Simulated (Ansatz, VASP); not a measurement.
**Two plane-wave programs on ZrNbGe2**

```
CELL_PARAMETERS angstrom
-2.46647 2.46647 2.92842
2.46647 -2.46647 2.92842
2.46647 2.46647 -2.92842
ATOMIC_POSITIONS crystal
Zr 0.50000 0.50000 0.00000
Nb 0.00000 0.00000 0.00000
Ge 0.75000 0.25000 0.50000
Ge 0.25000 0.75000 0.50000
```

Alike in both runs: functional PBE; k mesh 4 × 4 × 4; occupations gaussian, width 0.1 eV; no spin polarisation.

Ansatz relaxed the structure, and its values are those at the end. VASP's run is a single point on that final structure, the one shown.

|  | VASP | Ansatz |
| --- | --- | --- |
| version | VASP 6.6.1 | Ansatz 0.2.0 |
| potentials or method | VASP PAW PBE potentials, release 64 (Zr_sv, Nb_sv, Ge_d), cutoff 520 eV | scalar-relativistic, plane waves, PAW |
| valence electrons in the cell | 53 | 53 |

|  | VASP | Ansatz | Ansatz less VASP |
| --- | --- | --- | --- |
| gap on the k mesh at the Fermi level (eV) | none | none | - |
| pressure (GPa) | -0.1 | -0.1 | -0.01 |

A gap of «none» marks a metal or a gap that the smearing closes. With one functional, cell and mesh, what is left measures potentials, basis and numerics.

The k mesh is coarse, so the values compare programs but aren't converged.
